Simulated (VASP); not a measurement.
# Rb (I4/mmm) in VASP: notebook

Runs on Rb. Level: PBE. Tasks: single point, relaxation of shape and atoms at fixed volume.

Everything below comes from runs of VASP 6.6.1. Logs are shortened: lines on timing, memory, paths and dates and some standing lists are left out, and cuts for length are marked.

## (1) The cell of the first run

The structure is tetragonal, space group I4/mmm (No. 139). The conventional cell has a = 5.866 Å, b = 5.866 Å, c = 5.449 Å, α = 90.00°, β = 90.00°, γ = 90.00°.

## (2) Single point, PBE (volume scaled by 1.03, then relaxed in part)

The input, INCAR:

```
PREC     = Accurate       # precision mode
ENCUT    = 520            # plane-wave cutoff, eV
EDIFF    = 1E-6           # SCF threshold, eV
ISMEAR   = 0              # smearing method
SIGMA    = 0.1            # smearing width, eV
LREAL    = False          # projectors in reciprocal space
LASPH    = True           # aspherical terms in the spheres
NELM     = 60             # most SCF steps
ALGO     = Normal         # electronic algorithm
ISIF     = 2              # what is computed and relaxed
LWAVE    = False          # write WAVECAR
LCHARG   = False          # write CHGCAR
GGA      = PE             # functional
NBANDS   = 10             # bands
```

The input, KPOINTS:

```
Automatic mesh
0
Gamma
  10 10 10
```

The input, POSCAR:

```
Rb
1.0
   -2.9332067802      2.9332067802      2.7242871356
    2.9332067802     -2.9332067802      2.7242871356
    2.9332067802      2.9332067802     -2.7242871356
Rb
1
Direct
    0.0000000000      0.0000000000      0.0000000000
```

Potentials or basis: VASP PAW PBE potentials, release 64 (Rb_sv).

Started as:

```sh
> cat potpaw_PBE.64/Rb_sv/POTCAR > POTCAR
> mpirun -np 1 vasp_std > vasp.out
```

OUTCAR:

```text
PREC = Accurate
   ENCUT = 520
   EDIFF = 1E-6
   ISMEAR = 0
   LREAL = False
   LASPH = True
   NELM = 60
   ISIF = 2
   GGA = PE

 ion  position               nearest neighbor table
   1  0.000  0.000  0.000-

  LATTYP: Found a body centered tetragonal cell.
 ALAT       =     5.8664135604
 C/A-ratio  =     0.9287743210

  Lattice vectors:

 A1 = (  -2.9332067802,   2.9332067802,   2.7242871356)
 A2 = (   2.9332067802,  -2.9332067802,   2.7242871356)
 A3 = (   2.9332067802,   2.9332067802,  -2.7242871356)

Analysis of symmetry for initial positions (statically):
=====================================================================
 Subroutine PRICEL returns:
 Original cell was already a primitive cell.

 Routine SETGRP: Setting up the symmetry group for a
 body centered tetragonal supercell.

 Subroutine GETGRP returns: Found 16 space group operations
 (whereof 16 operations were pure point group operations)
 out of a pool of 16 trial point group operations.

The static configuration has the point symmetry D_4h.

Analysis of symmetry for dynamics (positions and initial velocities):
=====================================================================
 Subroutine PRICEL returns:
 Original cell was already a primitive cell.

 Routine SETGRP: Setting up the symmetry group for a
 body centered tetragonal supercell.

 Subroutine GETGRP returns: Found 16 space group operations
 (whereof 16 operations were pure point group operations)
 out of a pool of 16 trial point group operations.

The dynamic configuration has the point symmetry D_4h.

 Subroutine INISYM returns: Found 16 space group operations
 (whereof 16 operations are pure point group operations),
 and found     1 'primitive' translations

----------------------------------------------------------------------------------------

                                     Primitive cell

  volume of cell :      93.7558

  direct lattice vectors                    reciprocal lattice vectors
    -2.933206780  2.933206780  2.724287136     0.000000000  0.170461900  0.183534251
     2.933206780 -2.933206780  2.724287136     0.170461900  0.000000000  0.183534251
     2.933206780  2.933206780 -2.724287136     0.170461900  0.170461900  0.000000000

  length of vectors
     4.962775879  4.962775879  4.962775879     0.250483693  0.250483693  0.241069530

  position of ions in fractional coordinates (direct lattice)
     0.000000000  0.000000000  0.000000000

  ion indices of the primitive-cell ions
   primitive index   ion index
                 1           1

----------------------------------------------------------------------------------------

 KPOINTS: Automatic mesh

Automatic generation of k-mesh.
 Grid dimensions read from file:
 generate k-points for:   10   10   10

 Generating k-lattice:

  Cartesian coordinates                     Fractional coordinates (reciprocal lattice)
     0.000000000  0.017046190  0.018353425     0.100000000  0.000000000  0.000000000
     0.017046190  0.000000000  0.018353425     0.000000000  0.100000000  0.000000000
     0.017046190  0.017046190  0.000000000     0.000000000  0.000000000  0.100000000

  Length of vectors
     0.025048369  0.025048369  0.024106953

  Shift w.r.t. Gamma in fractional coordinates (k-lattice)
     0.000000000  0.000000000  0.000000000

 Subroutine IBZKPT returns following result:
 ===========================================

 Found    102 irreducible k-points:

 Following reciprocal coordinates:
            Coordinates               Weight
  0.000000  0.000000  0.000000      1.000000
  0.100000 -0.000000  0.000000      8.000000
  0.200000 -0.000000  0.000000      8.000000
  0.300000 -0.000000  0.000000      8.000000
  0.400000 -0.000000  0.000000      8.000000
  0.500000 -0.000000  0.000000      4.000000
[... 16 lines left out ...]
  0.300000  0.300000  0.000000      8.000000
  0.400000  0.300000  0.000000     16.000000
 [... further k-points ...]
   k-points           NKPTS =    102   k-points in BZ     NKDIM =    102   number of bands    NBANDS=     10
   number of dos      NEDOS =    301   number of ions     NIONS =      1
   total plane-waves  NPLWV =  64000
   dimension x,y,z NGX =    40 NGY =   40 NGZ =   40
   dimension x,y,z NGXF=    80 NGYF=   80 NGZF=   80
   ions per type =               1
   NGX,Y,Z   is equivalent  to a cutoff of  13.40, 13.40, 13.40 a.u.
   NGXF,Y,Z  is equivalent  to a cutoff of  26.80, 26.80, 26.80 a.u.
 SYSTEM =  unknown system
   PREC   = accura    normal or accurate (medium, high low for compatibility)
   ISTART =      0    job   : 0-new  1-cont  2-samecut
   ICHARG =      2    charge: 1-file 2-atom 10-const
   ISPIN  =      1    spin polarized calculation?
   LNONCOLLINEAR =      F non collinear calculations
   LSORBIT =      F    spin-orbit coupling
   LASPH  =      T    aspherical Exc in radial PAW
   ENCUT  =  520.0 eV  38.22 Ry    6.18 a.u.   9.23  9.23  9.23*2*pi/ulx,y,z
   NELM   =     60;   NELMIN=  2; NELMDL= -5     # of ELM steps
   EDIFF  = 0.1E-05   stopping-criterion for ELM
   LREAL  =      F    real-space projection
   EDIFFG = 0.1E-04   stopping-criterion for IOM
   NSW    =      0    number of steps for IOM
   IBRION =     -1    ionic relax: 0-MD 1-quasi-New 2-CG
   NFREE  =      0    steps in history (QN), initial steepest desc. (CG)
   ISIF   =      2    stress and relaxation
   ISYM   =      2    0-nonsym 1-usesym 2-fastsym
   POTIM  = 0.5000    time-step for ionic-motion
   TEBEG  =    0.0;   TEEND  =   0.0 temperature during run
   PSTRESS=    0.0 pullay stress
   NELECT =       9.0000    total number of electrons
   NUPDOWN=      -1.0000    fix difference up-down
   EMIN   =  10.00;   EMAX   =-10.00  energy-range for DOS
   EFERMI =   0.00;   METHOD = LEGACY
   ISMEAR =     0;   SIGMA  =   0.10  broadening in eV -4-tet -1-fermi 0-gaus
   EFERMI_NEDOS =   21; number of points for ismear=-14 and -15
   IALGO  =     38    algorithm
   IMIX   =      4    mixing-type and parameters
     AMIX     =   0.40;   BMIX     =  1.00
     AMIX_MAG =   1.60;   BMIX_MAG =  1.00
  volume/ion in A,a.u.               =      93.76       632.70
  Fermi-wavevector in a.u.,A,eV,Ry     =   0.749589  1.416517  7.644882  0.561883
  Thomas-Fermi vector in A             =   1.846143
   LORBIT       =      0    0 simple, 1 ext, 2 COOP (PROOUT), +10 PAW based schemes
   GGA     = PE    functional components
   LHFCALC =     F    Hartree Fock is set to
   AEXX    =    0.0000 exact exchange contribution
   IVDW    =     0    specifies the selected vdW correction
   LEPSILON=     F    determine dielectric tensor
   LRPA    =     F    only Hartree local field effects (RPA)
 non-spin polarized calculation
 Gauss-broadening in eV      SIGMA  =   0.10
  energy-cutoff  :      520.00
  volume of cell :       93.76
 maximum number of plane-waves:      2554
 NGX is ok and might be reduce to    40
   NGX = 19   NGY = 19   NGZ = 19

 number of electron       9.0000000 magnetization

 Free energy of the ion-electron system (eV)
  ---------------------------------------------------
  ext. energy  EPLUGINS =         0.00000000
  ---------------------------------------------------
  free energy    TOTEN  =        -0.93560651 eV

  energy without entropy =       -0.93019443  energy(sigma->0) =       -0.93290047

 E-fermi :  -0.0622     XC(G=0):  -5.3952

 val. band max:       -0.0774172059   @ k =   0.5000   0.2000   0.0000
 cond. band min:      -0.0594591663   @ k =  -0.4000   0.4000   0.2000
 fundamental gap:      0.0179580396
 Fermi energy:        -0.0622309050

 k-point     1 :       0.0000    0.0000    0.0000
  band No.  band energies     occupation
      1     -28.9733      2.00000
      2     -13.0184      2.00000
      3     -13.0184      2.00000
      4     -13.0181      2.00000
      5      -1.9865      2.00000
      6       3.3591      0.00000
      7       3.7405      0.00000
      8       3.7405      0.00000
      9       4.2476      0.00000
     10       4.7669      0.00000

 k-point     2 :       0.1000   -0.0000    0.0000
  band No.  band energies     occupation
      1     -28.9730      2.00000
      2     -13.0266      2.00000
      3     -13.0212      2.00000
      4     -13.0185      2.00000
      5      -1.8684      2.00000
      6       3.2979      0.00000
      7       3.5204      0.00000
      8       3.7256      0.00000
      9       4.2056      0.00000
     10       4.5681      0.00000

 k-point     3 :       0.2000   -0.0000    0.0000
  band No.  band energies     occupation
      1     -28.9720      2.00000
      2     -13.0484      2.00000
      3     -13.0288      2.00000
      4     -13.0192      2.00000
      5      -1.5244      2.00000
      6       2.8483      0.00000
      7       3.0083      0.00000
      8       3.9582      0.00000
      9       4.2899      0.00000
     10       4.4463      0.00000

 k-point     4 :       0.3000   -0.0000    0.0000
  band No.  band energies     occupation
      1     -28.9709      2.00000
      2     -13.0749      2.00000
      3     -13.0381      2.00000
      4     -13.0200      2.00000
      5      -0.9858      2.00000
      6       2.0809      0.00000
      7       2.6929      0.00000
      8       4.4068      0.00000
      9       4.4270      0.00000
     10       4.4782      0.00000
[... 222 lines left out ...]
 k-point    22 :      -0.2000    0.2000    0.0000
  band No.  band energies     occupation
      1     -28.9721      2.00000
      2     -13.0486      2.00000
      3     -13.0268      2.00000
      4     -13.0174      2.00000
      5      -1.5588      2.00000
      6       2.6235      0.00000
      7       3.3244      0.00000
      8       4.0238      0.00000
      9       4.1606      0.00000
     10       4.5857      0.00000

 k-point    23 :       0.3000    0.3000    0.0000
  band No.  band energies     occupation
      1     -28.9693      2.00000
      2     -13.0861      2.00000
      3     -13.0678      2.00000
      4     -13.0305      2.00000
      5       0.7231      0.00000
      6       1.1525      0.00000
      7       1.4327      0.00000
      8       3.8227      0.00000
      9       4.3900      0.00000
     10       5.0609      0.00000

 k-point    24 :       0.4000    0.3000    0.0000
  band No.  band energies     occupation
      1     -28.9693      2.00000
      2     -13.0846      2.00000
      3     -13.0685      2.00000
      4     -13.0287      2.00000
      5       0.5689      0.00000
      6       1.2023      0.00000
      7       1.5102      0.00000
      8       3.8507      0.00000
      9       4.5299      0.00000
     10       4.8609      0.00000

 [... further k-points ...]
[... 5 lines left out ...]
  --------------------------------------------------------------------------------------
  -------------------------------------------------------------------------------------
  Total       -0.0428607     -0.0428607     -0.0354121      0.0000000     -0.0000000      0.0000000
  in kB       -0.7324393     -0.7324393     -0.6051506      0.0000000     -0.0000000      0.0000000
  external PRESSURE =      -0.6900098 kB  Pullay stress =       0.0000000 kB

 VOLUME and BASIS-vectors are now :
 -----------------------------------------------------------------------------
  energy-cutoff  :      520.00
  volume of cell :       93.76
      direct lattice vectors                 reciprocal lattice vectors
    -2.933206780  2.933206780  2.724287136     0.000000000  0.170461900  0.183534251
     2.933206780 -2.933206780  2.724287136     0.170461900  0.000000000  0.183534251
     2.933206780  2.933206780 -2.724287136     0.170461900  0.170461900  0.000000000

 POSITION                                       TOTAL-FORCE (eV/Angst)
 -----------------------------------------------------------------------------------
      0.00000      0.00000      0.00000         0.000000      0.000000     -0.000000
 -----------------------------------------------------------------------------------
    total drift:                                0.000000      0.000000     -0.000000

  FREE ENERGIE OF THE ION-ELECTRON SYSTEM (eV)
  ---------------------------------------------------
  free  energy   TOTEN  =        -0.9356065113 eV

  energy  without entropy=       -0.9301944297  energy(sigma->0) =       -0.93290047
```

Run time: 61 s. Hardware: 1 thread of Intel Xeon 6975P-C, shared host; peak memory 0.28 GiB.

Results:

```yaml
Free_energy: -0.9356 eV
Pressure: -0.1 GPa
```

Caveat: the cell differs from its parent crystal (volume scaled by 1.03, then relaxed in part).

## (3) Single point, PBE

This run uses another cell than the first one, of 95.35 Å³/atom, 1.017 times its volume.

The input, INCAR:

```
SYSTEM = Rb
ALGO     = Fast           ! electronic algorithm
EDIFF    = 1E-7           ! SCF threshold, eV
ENCUT    = 520            ! plane-wave cutoff, eV
GGA      = PE             ! functional
ISIF     = 2              ! what is computed and relaxed
ISMEAR   = 0              ! smearing method
LASPH    = .True.         ! aspherical terms in the spheres
LCHARG   = .False.        ! write CHGCAR
LREAL    = .False.        ! projectors in reciprocal space
LWAVE    = .False.        ! write WAVECAR
NBANDS   = 10             ! bands
NELM     = 100            ! most SCF steps
PREC     = Accurate       ! precision mode
SIGMA    = 0.1            ! smearing width, eV
```

The input, KPOINTS:

```
k-points
0
Gamma
  10 10 10
  0 0 0
```

The input, POSCAR:

```
Rb
1.0
   -2.9545118615      2.9545118615      2.7308451955
    2.9545118615     -2.9545118615      2.7308451955
    2.9545118615      2.9545118615     -2.7308451955
Rb
1
Direct
    0.0000000000      0.0000000000      0.0000000000
```

Potentials or basis: VASP PAW PBE potentials, release 64 (Rb_sv).

Started as:

```sh
> cat potpaw_PBE.64/Rb_sv/POTCAR > POTCAR
> mpirun -np 1 vasp_std > vasp.out
```

Run time: 90 s. Hardware: 1 thread of Intel Xeon 6975P-C, shared host; peak memory 0.29 GiB.

The run converged. Its results:

* Free energy: -0.9347 eV
* Pressure: -0.1 GPa

Levels at points of the mesh, in eV from the Fermi level:
| k point | band 3 | band 4 | band 5 | band 6 | band 7 | band 8 |
| --- | --- | --- | --- | --- | --- | --- |
| (0.00, 0.00, 0.00) | -12.97 | -12.97 | -1.90 | 3.39 | 3.80 | 3.80 |
| (0.50, 0.00, 0.00) | -12.99 | -12.97 | 0.31 | 0.82 | 2.46 | 4.20 |
| (0.50, 0.50, 0.00) | -12.99 | -12.96 | 0.16 | 0.65 | 2.88 | 4.00 |
| (0.50, 0.50, 0.50) | -13.03 | -13.01 | 1.20 | 1.38 | 2.90 | 2.90 |

## (4) Single point, PBE (volume scaled by 1.06, then relaxed in part)

The input, INCAR:

```
ALGO     = Fast           # electronic algorithm
EDIFF    = 1E-6           # SCF threshold, eV
ENCUT    = 520            # plane-wave cutoff, eV
GGA      = PE             # functional
ISIF     = 2              # what is computed and relaxed
ISMEAR   = 0              # smearing method
LASPH    = T              # aspherical terms in the spheres
LCHARG   = F              # write CHGCAR
LREAL    = F              # projectors in reciprocal space
LWAVE    = F              # write WAVECAR
NBANDS   = 10             # bands
NELM     = 60             # most SCF steps
PREC     = Accurate       # precision mode
SIGMA    = 0.1            # smearing width, eV
```

The input, KPOINTS:

```
k-points
0
Gamma
  10 10 10
```

The input, POSCAR:

```
Rb
1.0
   -2.9614124218      2.9614124218      2.7504838112
    2.9614124218     -2.9614124218      2.7504838112
    2.9614124218      2.9614124218     -2.7504838112
Rb
1
Direct
    0.0000000000      0.0000000000      0.0000000000
```

Started as:

```sh
> cat potpaw_PBE.64/Rb_sv/POTCAR > POTCAR
> mpirun -np 1 vasp_std > vasp.out
```

Wall time 64 s (1 thread of Intel Xeon 6975P-C, shared host); peak memory 0.29 GiB.

Results (log left out):

```yaml
Free_energy: -0.9338 eV
Pressure: -0.1 GPa
```

Levels at points of the mesh, in eV from the Fermi level:
```csv
k point,band 1,band 2,band 3,band 4,band 5,band 6,band 7,band 8,band 9
"(0.00, 0.00, 0.00)",-28.93,-12.97,-12.97,-12.97,-1.89,3.40,3.77,3.77,4.27
"(0.50, 0.00, 0.00)",-28.92,-13.05,-13.00,-12.98,0.31,0.81,2.46,4.17,4.91
"(0.50, 0.50, 0.00)",-28.92,-13.05,-13.00,-12.97,0.17,0.65,2.85,3.99,4.94
"(0.50, 0.50, 0.50)",-28.92,-13.03,-13.03,-13.02,1.21,1.38,2.88,2.88,3.60
```

Caveat: the cell differs from its parent crystal (volume scaled by 1.06, then relaxed in part).

## (5) Single point, PBE (volume scaled by 1.10, then relaxed in part)

The input, INCAR:

```
SYSTEM = Rb
PREC = Accurate
ENCUT = 520
EDIFF = 1E-7
ISMEAR = 0
SIGMA = 0.1
LREAL = .False.
LASPH = .True.
NELM = 100
ALGO = Normal
ISIF = 2
LWAVE = .False.
LCHARG = .True.
GGA = PE
LELF = .True.
LVHAR = .True.
NBANDS = 10
```

The input, KPOINTS:

```
Automatic mesh
0
Gamma
  10 10 10
  0 0 0
```

The input, POSCAR:

```
Rb
1.0
   -2.9982039157      2.9982039157      2.7846548060
    2.9982039157     -2.9982039157      2.7846548060
    2.9982039157      2.9982039157     -2.7846548060
Rb
1
Direct
    0.0000000000      0.0000000000      0.0000000000
```

Started as:

```sh
> cat potpaw_PBE.64/Rb_sv/POTCAR > POTCAR
> mpirun -np 1 vasp_std > vasp.out
```

Run time: 60 s. Hardware: 1 thread of Intel Xeon 6975P-C, shared host; peak memory 0.29 GiB.

Results (log left out):

| Item | Value |
| --- | --- |
| Free energy | -0.9298 eV |
| Pressure | -0.2 GPa |

Levels at points of the mesh, in eV from the Fermi level:
```csv
k point,band 2,band 3,band 4,band 5,band 6,band 7
"(0.00, 0.00, 0.00)",-13.00,-13.00,-13.00,-1.84,3.37,3.73
"(0.50, 0.00, 0.00)",-13.07,-13.02,-13.00,0.31,0.79,2.46
"(0.50, 0.50, 0.00)",-13.07,-13.02,-13.00,0.17,0.63,2.83
"(0.50, 0.50, 0.50)",-13.05,-13.05,-13.04,1.23,1.40,2.80
```

Caveat: the cell differs from its parent crystal (volume scaled by 1.10, then relaxed in part).

(Continued in part 2 of 2.)
